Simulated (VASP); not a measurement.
H4C, 5 atoms in the cell. It takes space group I-42m (No. 121, tetragonal). The conventional cell has a = 4.958 Å, b = 4.958 Å, c = 4.586 Å, α = 90.00°, β = 90.00°, γ = 90.00°. Within 1.4 Å of H (site symmetry m) lie 1 C at 1.06 Å. Within 1.4 Å of C (site symmetry -42m) lie 4 H at 1.06 Å.  This cell differs from its parent crystal: strain -0.0750 x Voigt [1, 0, 0, 0, 0, 0].

| Item | Value |
| --- | --- |
| Program | VASP 6.6.1 |
| Task | single point |
| Functional | LDA |
| Potentials or basis | VASP PAW LDA potentials, release 64 (H, C) |
| Cutoff | 520 eV |
| k mesh | 6 × 6 × 6 |
| Occupations | gaussian, width 0.05 eV |
| Spin | no spin polarisation |
| Dipole correction | no |
| Further INCAR settings | ALGO = Normal; EDIFF = 1e-07; NBANDS = 12 |

Potentials or basis: VASP PAW LDA potentials, release 64 (H, C).

Launch:

```bash
$ cat potpaw_LDA.64/H/POTCAR potpaw_LDA.64/C/POTCAR > POTCAR
$ mpirun -np 1 vasp_std > vasp.out
```

Hardware: 1 thread of Intel Xeon 6975P-C (shared host).

**Question.** How long does it take, and how much memory?

**Answer.** It took 11 s on 1 thread of Intel Xeon 6975P-C, with other jobs on the host, peak memory 0.15 GiB. Counts: scf iterations 14, k points 30.
